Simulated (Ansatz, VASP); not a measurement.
# Pd: VASP beside Ansatz

```
Pd
1.0
     0.03890    1.96435    1.96435
     1.96435    0.03890    1.96435
     1.96435    1.96435    0.03890
Pd
1
Direct
  0.00000 0.00000 0.00000
```

Change from the starting cell: equal xy, yz and zx shear strains of +2 %, PAW files.

Alike in both runs: task electric field gradients; functional PBEsol; k mesh 18 × 18 × 18; occupations fermi-dirac, width 0.05 eV; no spin polarisation.

|  | VASP | Ansatz |
| --- | --- | --- |
| version | VASP 6.6.1 | Ansatz 0.2.0 |
| potentials or method | VASP PAW PBE potentials, release 64 (Pd) | PAW with Ansatz's default frozen-core files, scalar-relativistic |
| plane-wave cutoff (eV) | 520 | 420 |
| valence electrons in the cell | 10 | 18 |

Ansatz gave:

| Item | Value |
| --- | --- |
| pressure (GPa) | -2.0 |
| traceless stress, the component that is largest in VASP (GPa) | -1.51 |
| size of Vzz on the site where it differs most (V/Å²) | 13.7 |

**Question.** What did VASP give for the same quantities?

**Answer.** Pressure (GPa): -2.3; traceless stress, the component that is largest in VASP (GPa): -1.51; size of Vzz on the site where it differs most (V/Å²): 6.8.

VASP's potentials were made for PBE, not for PBEsol. VASP's potentials hold 10 valence electrons a cell and Ansatz's 18, so a difference there can come from the potentials and not from the codes.
